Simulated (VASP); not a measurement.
# Al (Cm) in VASP: notebook

The runs below take Al through single point, with PBE+D3(BJ).

Program: VASP 6.6.1. These are calculated values, not measurements. Logs are shortened: lines on timing, memory, paths and dates and some standing lists are left out, and cuts for length are marked.

### 1 The cell of the first run

It takes space group Cm (No. 8, monoclinic). The conventional cell has a = 4.875 Å, b = 2.814 Å, c = 9.241 Å, α = 90.00°, β = 90.00°, γ = 90.00°. Al (site symmetry m) has 12 Al at 2.53 to 2.82 Å within 3.3 Å. Al (site symmetry m) has 12 Al at 2.53 to 3.22 Å within 3.3 Å. Within 3.7 Å of Al (site symmetry m) lie 12 Al at 2.81 to 3.22 Å. Within 3.7 Å of Al (site symmetry m) lie 12 Al at 2.81 to 2.82 Å.

### 2 Single point, PBE+D3(BJ) (atom 2 (Al) moved by +0.280 Å along [1 2 0] and -0.280 Å along [0 0 1])

Input file INCAR:

```
PREC = Accurate
ENCUT = 520
EDIFF = 1E-6
ISMEAR = 0
SIGMA = 0.15
LREAL = False
LASPH = True
NELM = 60
ALGO = Fast
ISIF = 2
LWAVE = False
LCHARG = False
GGA = PE
IVDW = 12
NBANDS = 14
```

Input file KPOINTS:

```
Automatic mesh
0
Gamma
  18 18 4
```

Input file POSCAR:

```
Al
1.0
    2.8144222650      0.0000000000      0.0000000000
   -1.4072111325      2.4373611785      0.0000000000
    0.0000000000      0.0000000000      9.2410470710
Al
4
Direct
    0.0000000000      0.0000000000      0.0000000000
    0.3907725021      0.7815450041      0.2197004032
    0.0000000000      0.0000000000      0.5000000000
    0.6666666667      0.3333333333      0.7500000000
```

Potentials or basis: VASP PAW PBE potentials, release 64 (Al).

Command:

```sh
$ cat potpaw_PBE.64/Al/POTCAR > POTCAR
$ mpirun -np 1 vasp_std > vasp.out
```

OUTCAR:

```text
PREC = Accurate
   ENCUT = 520
   EDIFF = 1E-6
   ISMEAR = 0
   LREAL = False
   LASPH = True
   NELM = 60
   ISIF = 2
   GGA = PE
   IVDW = 12
 IVDW          = 12

 ion  position               nearest neighbor table
   1  0.000  0.000  0.000-   2 2.53   2 2.53   2 2.78   4 2.82   4 2.82   4 2.82
   2  0.391  0.782  0.220-   1 2.53   1 2.53   1 2.78   3 3.00   3 3.00   3 3.22
   3  0.000  0.000  0.500-   4 2.82   4 2.82   4 2.82   2 3.00   2 3.00   2 3.22
   4  0.667  0.333  0.750-   1 2.82   3 2.82   1 2.82   3 2.82   1 2.82   3 2.82

  LATTYP: Found a hexagonal cell.
 ALAT       =     2.8144222650
 C/A-ratio  =     3.2834614713

  Lattice vectors:

 A1 = (   2.8144222650,   0.0000000000,   0.0000000000)
 A2 = (  -1.4072111325,   2.4373611785,   0.0000000000)
 A3 = (   0.0000000000,   0.0000000000,   9.2410470710)

Analysis of symmetry for initial positions (statically):
=====================================================================
 Subroutine PRICEL returns:
 Original cell was already a primitive cell.

 Routine SETGRP: Setting up the symmetry group for a
 hexagonal supercell.

 Subroutine GETGRP returns: Found  2 space group operations
 (whereof  2 operations were pure point group operations)
 out of a pool of 24 trial point group operations.

The static configuration has the point symmetry C_1h.

Analysis of symmetry for dynamics (positions and initial velocities):
=====================================================================
 Subroutine PRICEL returns:
 Original cell was already a primitive cell.

 Routine SETGRP: Setting up the symmetry group for a
 hexagonal supercell.

 Subroutine GETGRP returns: Found  2 space group operations
 (whereof  2 operations were pure point group operations)
 out of a pool of 24 trial point group operations.

The dynamic configuration has the point symmetry C_1h.

 Subroutine INISYM returns: Found  2 space group operations
 (whereof  2 operations are pure point group operations),
 and found     1 'primitive' translations

----------------------------------------------------------------------------------------

                                     Primitive cell

  volume of cell :      63.3914

  direct lattice vectors                    reciprocal lattice vectors
     2.814422265  0.000000000  0.000000000     0.355312709  0.205139888  0.000000000
    -1.407211133  2.437361178  0.000000000     0.000000000  0.410279777  0.000000000
     0.000000000  0.000000000  9.241047071     0.000000000  0.000000000  0.108212846

  length of vectors
     2.814422265  2.814422265  9.241047071     0.410279777  0.410279777  0.108212846

  position of ions in fractional coordinates (direct lattice)
     0.000000000  0.000000000  0.000000000
     0.390772502  0.781545004  0.219700403
     0.000000000  0.000000000  0.500000000
     0.666666667  0.333333333  0.750000000

  ion indices of the primitive-cell ions
   primitive index   ion index
                 1           1
                 2           2
                 3           3
                 4           4

----------------------------------------------------------------------------------------

 KPOINTS: Automatic mesh

Automatic generation of k-mesh.
 Grid dimensions read from file:
 generate k-points for:   18   18    4

 Generating k-lattice:

  Cartesian coordinates                     Fractional coordinates (reciprocal lattice)
     0.019739595  0.011396660  0.000000000     0.055555556  0.000000000  0.000000000
     0.000000000  0.022793321  0.000000000     0.000000000  0.055555556  0.000000000
     0.000000000  0.000000000  0.027053211     0.000000000  0.000000000  0.250000000

  Length of vectors
     0.022793321  0.022793321  0.027053211

  Shift w.r.t. Gamma in fractional coordinates (k-lattice)
     0.000000000  0.000000000  0.000000000

 Subroutine IBZKPT returns following result:
 ===========================================

 Found    353 irreducible k-points:

 Following reciprocal coordinates:
            Coordinates               Weight
  0.000000  0.000000  0.000000      1.000000
  0.055556  0.000000  0.000000      4.000000
  0.000000  0.055556  0.000000      2.000000
  0.111111  0.000000  0.000000      4.000000
  0.000000  0.111111  0.000000      2.000000
  0.166667 -0.000000  0.000000      4.000000
[... 16 lines left out ...]
 -0.055556  0.166667  0.000000      4.000000
 -0.166667  0.111111  0.000000      4.000000
 [... further k-points ...]
   k-points           NKPTS =    353   k-points in BZ     NKDIM =    353   number of bands    NBANDS=     14
   number of dos      NEDOS =    301   number of ions     NIONS =      4
   total plane-waves  NPLWV =  40320
   dimension x,y,z NGX =    24 NGY =   24 NGZ =   70
   dimension x,y,z NGXF=    48 NGYF=   48 NGZF=  140
   ions per type =               4
   NGX,Y,Z   is equivalent  to a cutoff of  14.18, 14.18, 12.59 a.u.
   NGXF,Y,Z  is equivalent  to a cutoff of  28.35, 28.35, 25.19 a.u.
 SYSTEM =  unknown system
   PREC   = accura    normal or accurate (medium, high low for compatibility)
   ISTART =      0    job   : 0-new  1-cont  2-samecut
   ICHARG =      2    charge: 1-file 2-atom 10-const
   ISPIN  =      1    spin polarized calculation?
   LNONCOLLINEAR =      F non collinear calculations
   LSORBIT =      F    spin-orbit coupling
   LASPH  =      T    aspherical Exc in radial PAW
   ENCUT  =  520.0 eV  38.22 Ry    6.18 a.u.   5.23  5.23 17.18*2*pi/ulx,y,z
   NELM   =     60;   NELMIN=  2; NELMDL= -5     # of ELM steps
   EDIFF  = 0.1E-05   stopping-criterion for ELM
   LREAL  =      F    real-space projection
   EDIFFG = 0.1E-04   stopping-criterion for IOM
   NSW    =      0    number of steps for IOM
   IBRION =     -1    ionic relax: 0-MD 1-quasi-New 2-CG
   NFREE  =      0    steps in history (QN), initial steepest desc. (CG)
   ISIF   =      2    stress and relaxation
   ISYM   =      2    0-nonsym 1-usesym 2-fastsym
   POTIM  = 0.5000    time-step for ionic-motion
   TEBEG  =    0.0;   TEEND  =   0.0 temperature during run
   PSTRESS=    0.0 pullay stress
   NELECT =      12.0000    total number of electrons
   NUPDOWN=      -1.0000    fix difference up-down
   EMIN   =  10.00;   EMAX   =-10.00  energy-range for DOS
   EFERMI =   0.00;   METHOD = LEGACY
   ISMEAR =     0;   SIGMA  =   0.15  broadening in eV -4-tet -1-fermi 0-gaus
   EFERMI_NEDOS =   21; number of points for ismear=-14 and -15
   IALGO  =     68    algorithm
   IMIX   =      4    mixing-type and parameters
     AMIX     =   0.40;   BMIX     =  1.00
     AMIX_MAG =   1.60;   BMIX_MAG =  1.00
  volume/ion in A,a.u.               =      15.85       106.95
  Fermi-wavevector in a.u.,A,eV,Ry     =   0.939994  1.776331 12.021957  0.883589
  Thomas-Fermi vector in A             =   2.067362
   LORBIT       =      0    0 simple, 1 ext, 2 COOP (PROOUT), +10 PAW based schemes
   GGA     = PE    functional components
   LHFCALC =     F    Hartree Fock is set to
   AEXX    =    0.0000 exact exchange contribution
   IVDW    =    12    specifies the selected vdW correction
   LEPSILON=     F    determine dielectric tensor
   LRPA    =     F    only Hartree local field effects (RPA)
 non-spin polarized calculation
 RMM-DIIS sequential band-by-band and
 Gauss-broadening in eV      SIGMA  =   0.15
  energy-cutoff  :      520.00
  volume of cell :       63.39
 maximum number of plane-waves:      1724
 NGX is ok and might be reduce to    24
   NGX = 11   NGY = 11   NGZ = 35

 number of electron      12.0000000 magnetization

 Free energy of the ion-electron system (eV)
  ---------------------------------------------------
  ext. energy  EPLUGINS =         0.00000000
  ---------------------------------------------------
  free energy    TOTEN  =       -14.62390320 eV

  energy without entropy =      -14.60688769  energy(sigma->0) =      -14.61539544

 E-fermi :   8.3886     XC(G=0): -10.3304

 val. band max:        8.3884212953   @ k =   0.3333   0.1667   0.2500
 cond. band min:       8.3904071908   @ k =  -0.2222  -0.2222   0.2500
 fundamental gap:      0.0019858955
 Fermi energy:         8.3885635762

 k-point     1 :       0.0000    0.0000    0.0000
  band No.  band energies     occupation
      1      -3.1279      2.00000
      2      -1.6184      2.00000
      3      -0.8911      2.00000
      4       3.7083      2.00000
      5       3.9082      2.00000
      6      11.6729      0.00000
      7      12.0137      0.00000
      8      19.1189      0.00000
      9      19.3240      0.00000
     10      19.4183      0.00000
     11      19.4684      0.00000
     12      20.2708      0.00000
     13      20.2925      0.00000
     14      20.6397      0.00000

 k-point     2 :       0.0556    0.0000    0.0000
  band No.  band energies     occupation
      1      -3.0512      2.00000
      2      -1.5426      2.00000
      3      -0.8151      2.00000
      4       3.7794      2.00000
      5       3.9828      2.00000
      6      11.7366      0.00000
      7      12.0721      0.00000
      8      17.6074      0.00000
      9      18.2711      0.00000
     10      18.8466      0.00000
     11      19.2663      0.00000
     12      19.5509      0.00000
     13      19.7008      0.00000
     14      20.4200      0.00000

 k-point     3 :       0.0000    0.0556    0.0000
  band No.  band energies     occupation
      1      -3.0512      2.00000
      2      -1.5426      2.00000
      3      -0.8152      2.00000
      4       3.7793      2.00000
      5       3.9830      2.00000
      6      11.7336      0.00000
      7      12.0727      0.00000
      8      17.6041      0.00000
      9      18.1829      0.00000
     10      18.8342      0.00000
     11      19.4077      0.00000
     12      19.4304      0.00000
     13      19.7593      0.00000
     14      20.2639      0.00000

 k-point     4 :       0.1111    0.0000    0.0000
  band No.  band energies     occupation
      1      -2.8213      2.00000
      2      -1.3152      2.00000
      3      -0.5877      2.00000
      4       3.9926      2.00000
      5       4.2057      2.00000
      6      11.9225      0.00000
      7      12.2340      0.00000
      8      15.5573      0.00000
      9      16.8014      0.00000
     10      17.3077      0.00000
     11      17.5302      0.00000
     12      18.4282      0.00000
     13      18.7772      0.00000
     14      19.4408      0.00000

 k-point     5 :       0.0000    0.1111    0.0000
  band No.  band energies     occupation
      1      -2.8213      2.00000
      2      -1.3152      2.00000
      3      -0.5877      2.00000
      4       3.9923      2.00000
      5       4.2068      2.00000
      6      11.9048      0.00000
      7      12.2388      0.00000
      8      15.5443      0.00000
      9      16.7957      0.00000
     10      17.2140      0.00000
     11      17.5061      0.00000
[... 276 lines left out ...]
 k-point    22 :       0.1111    0.0556    0.0000
  band No.  band energies     occupation
      1      -2.5918      2.00000
      2      -1.0883      2.00000
      3      -0.3606      2.00000
      4       4.2055      2.00000
      5       4.4279      2.00000
      6      12.0826      0.00000
      7      12.3723      0.00000
      8      14.5806      0.00000
      9      15.6075      0.00000
     10      15.8754      0.00000
     11      16.4019      0.00000
     12      17.2028      0.00000
     13      17.8489      0.00000
     14      19.5477      0.00000

 k-point    23 :      -0.0556    0.1667    0.0000
  band No.  band energies     occupation
      1      -2.5918      2.00000
      2      -1.0882      2.00000
      3      -0.3606      2.00000
      4       4.2052      2.00000
      5       4.4288      2.00000
      6      12.0570      0.00000
      7      12.3808      0.00000
      8      14.5891      0.00000
      9      15.6317      0.00000
     10      15.8165      0.00000
     11      16.4155      0.00000
     12      17.2142      0.00000
     13      17.8338      0.00000
     14      19.4561      0.00000

 k-point    24 :      -0.1667    0.1111    0.0000
  band No.  band energies     occupation
      1      -2.5917      2.00000
      2      -1.0884      2.00000
      3      -0.3606      2.00000
      4       4.2059      2.00000
      5       4.4265      2.00000
      6      12.1024      0.00000
      7      12.3656      0.00000
      8      14.5984      0.00000
      9      15.6850      0.00000
     10      15.8552      0.00000
     11      16.4670      0.00000
     12      17.1266      0.00000
     13      17.7803      0.00000
     14      19.3699      0.00000

 [... further k-points ...]

------------------------ aborting loop because EDIFF is reached ----------------------------------------

 Edisp (eV)   -1.40387

 E8    (eV) :    -0.6283

  FORCE on cell =-STRESS in cart. coord.  units (eV):
  Direction    XX          YY          ZZ          XY          YZ          ZX
  --------------------------------------------------------------------------------------
  -------------------------------------------------------------------------------------
  Total       0.80433     0.10602     1.72794     0.00000    -0.51950     0.00000
  in kB      20.32903     2.67959    43.67249     0.00000   -13.13015     0.00000
  external pressure =       22.23 kB  Pullay stress =        0.00 kB

 VOLUME and BASIS-vectors are now :
 -----------------------------------------------------------------------------
  energy-cutoff  :      520.00
  volume of cell :       63.39
      direct lattice vectors                 reciprocal lattice vectors
     2.814422265  0.000000000  0.000000000     0.355312709  0.205139888  0.000000000
    -1.407211133  2.437361178  0.000000000     0.000000000  0.410279777  0.000000000
     0.000000000  0.000000000  9.241047071     0.000000000  0.000000000  0.108212846

 POSITION                                       TOTAL-FORCE (eV/Angst)
 -----------------------------------------------------------------------------------
      0.00000      0.00000      0.00000         0.000000      0.276949     -1.396384
      0.00000      1.90491      2.03026         0.000000     -0.345940      1.857830
      0.00000      0.00000      4.62052        -0.000000      0.034292     -0.486587
      1.40721      0.81245      6.93079         0.000000      0.034699      0.025140
 -----------------------------------------------------------------------------------
    total drift:                                0.000000     -0.000008     -0.000010

  FREE ENERGIE OF THE ION-ELECTRON SYSTEM (eV)
  ---------------------------------------------------
  free  energy   TOTEN  =       -16.0277701850 eV

  energy  without entropy=      -16.0107546787  energy(sigma->0) =      -16.01926243
```

Run time: 4.4 min. Hardware: 1 thread of Intel Xeon Platinum 8259CL at 2.50GHz (Skylake/Cascade Lake), shared host; peak memory 0.36 GiB.

Results:

```
Free energy                : -16.0278 eV
Pressure                   : 2.2 GPa
Largest force              : 1.890 eV/Å
Band gap on the k mesh     : zero (bands 6 and 7 overlap by 5.28 eV)
Dispersion energy per atom : -0.351 eV
```

Forces on the atoms (eV/Å):
```
Al   0.000  0.277 -1.396
Al   0.000 -0.346  1.858
Al   0.000  0.034 -0.487
Al   0.000  0.035  0.025
```

Caveat: the cell differs from its parent crystal (atom 2 (Al) moved by +0.280 Å along [1 2 0] and -0.280 Å along [0 0 1]); forces of over 1 eV/Å act on the atoms, so gaps and moduli don't describe the material at rest.

### 3 Single point, PBE+D3(BJ) (atom 2 (Al) moved by -0.560 Å along [1 2 0] and -0.560 Å along [0 0 1])

Changes to INCAR since step 2:

```diff
@@ -7,3 +7,3 @@
 LASPH = True
-NELM = 60
+NELM = 80
 ALGO = Fast
```

Input file KPOINTS:

```
regular mesh
0
Gamma
  18 18 4
```

Changes to POSCAR since step 2:

```diff
@@ -9,3 +9,3 @@
     0.0000000000      0.0000000000      0.0000000000
-    0.3907725021      0.7815450041      0.2197004032
+    0.2184549959      0.4369099917      0.1894008065
     0.0000000000      0.0000000000      0.5000000000
```

Potentials or basis: VASP PAW PBE potentials, release 64 (Al).

Command:

```sh
$ cat potpaw_PBE.64/Al/POTCAR > POTCAR
$ mpirun -np 1 vasp_std > vasp.out
```

Run time: 4.3 min. Hardware: 1 thread of Intel Xeon Platinum 8259CL at 2.50GHz (Skylake/Cascade Lake), shared host; peak memory 0.36 GiB.

The run converged. Its results:

```
Free energy                : -14.4273 eV
Pressure                   : 11.5 GPa
Largest force              : 7.560 eV/Å
Band gap on the k mesh     : zero (bands 6 and 7 overlap by 4.80 eV)
Dispersion energy per atom : -0.352 eV
```

Forces on the atoms (eV/Å):
```
Al   0.000 -3.105 -6.269
Al   0.000  3.156  6.869
Al   0.000 -0.032 -0.631
Al   0.000 -0.019  0.030
```

Stress tensor (GPa, compression positive):
```
 1.32  0.00  0.00
 0.00  8.99 13.48
 0.00 13.48 24.07
```

Levels at points of the mesh, in eV from the Fermi level:
```
           k point  band 3  band 4  band 5  band 6  band 7  band 8  band 9  band 10
(0.00, 0.00, 0.00)   -8.90   -4.50   -4.40    3.17    3.79   10.01   10.12    10.44
(0.50, 0.00, 0.00)   -4.34   -4.14   -2.87   -2.77    0.93    1.32    1.59     1.91
(0.00, 0.50, 0.00)   -4.39   -4.17   -2.76   -2.68    0.88    1.39    1.61     1.97
(0.00, 0.00, 0.50)   -7.78   -6.85   -1.16   -0.51    8.05    8.21   10.13    10.47
(0.50, 0.00, 0.50)   -4.66   -4.47   -2.01   -1.78   -0.92   -0.60    4.25     4.52
(0.00, 0.50, 0.50)   -4.68   -4.47   -1.85   -1.71   -0.86   -0.74    4.08     4.72
```

Caveat: the cell differs from its parent crystal (atom 2 (Al) moved by -0.560 Å along [1 2 0] and -0.560 Å along [0 0 1]); the stress differs along the axes, from 1 to 24 GPa; forces of over 1 eV/Å act on the atoms, so gaps and moduli don't describe the material at rest.

### 4 Single point, PBE+D3(BJ) (atom 2 (Al) moved by +0.560 Å along [1 2 0] and -0.280 Å along [0 0 1])

Input file INCAR:

```
PREC = Accurate ; ENCUT = 520
EDIFF = 1E-7 ; ISMEAR = 0
SIGMA = 0.15 ; LREAL = F
LASPH = T ; NELM = 60
ALGO = Fast ; ISIF = 2
LWAVE = F ; LCHARG = F
GGA = PE ; IVDW = 12
NBANDS = 14
```

Input file KPOINTS:

```
Automatic mesh
0
Gamma
  18 18 4
```

Changes to POSCAR since step 3:

```diff
@@ -9,3 +9,3 @@
     0.0000000000      0.0000000000      0.0000000000
-    0.2184549959      0.4369099917      0.1894008065
+    0.4482116708      0.8964233416      0.2197004032
     0.0000000000      0.0000000000      0.5000000000
```

Command:

```sh
$ cat potpaw_PBE.64/Al/POTCAR > POTCAR
$ mpirun -np 1 vasp_std > vasp.out
```

Wall time 4.3 min (1 thread of Intel Xeon Platinum 8259CL at 2.50GHz (Skylake/Cascade Lake), shared host); peak memory 0.36 GiB.

It converged, with:

```
Free energy                : -15.9265 eV
Pressure                   : 2.9 GPa
Largest force              : 2.096 eV/Å
Band gap on the k mesh     : zero (bands 6 and 7 overlap by 5.34 eV)
Dispersion energy per atom : -0.351 eV
```

Forces in eV/Å, atoms in the order of the input:
```
Al   0.000  0.225 -1.651
Al   0.000 -0.320  2.072
Al   0.000  0.027 -0.446
Al   0.000  0.068  0.025
```

Stress tensor (GPa, compression positive):
```
 2.86  0.00  0.00
 0.00 -0.25 -1.19
 0.00 -1.19  5.98
```

Levels at points of the mesh, in eV from the Fermi level:
```tsv
k point	band 4	band 5	band 6	band 7	band 8	band 9
(0.00, 0.00, 0.00)	-4.68	-4.47	3.27	3.62	10.66	10.98
(0.50, 0.00, 0.00)	-4.08	-3.08	-3.03	0.92	1.22	1.46
(0.00, 0.50, 0.00)	-3.95	-3.25	-3.16	0.64	1.12	1.69
(0.00, 0.00, 0.50)	-7.25	-1.09	-0.74	8.25	8.34	10.73
(0.50, 0.00, 0.50)	-4.63	-1.85	-1.74	-1.13	-1.10	4.41
(0.00, 0.50, 0.50)	-4.59	-1.98	-1.93	-1.19	-0.97	4.53
```

Caveat: the cell differs from its parent crystal (atom 2 (Al) moved by +0.560 Å along [1 2 0] and -0.280 Å along [0 0 1]); the stress differs along the axes, from -0 to 6 GPa; forces of over 1 eV/Å act on the atoms, so gaps and moduli don't describe the material at rest.

(Part 1 of 2 ends here.)
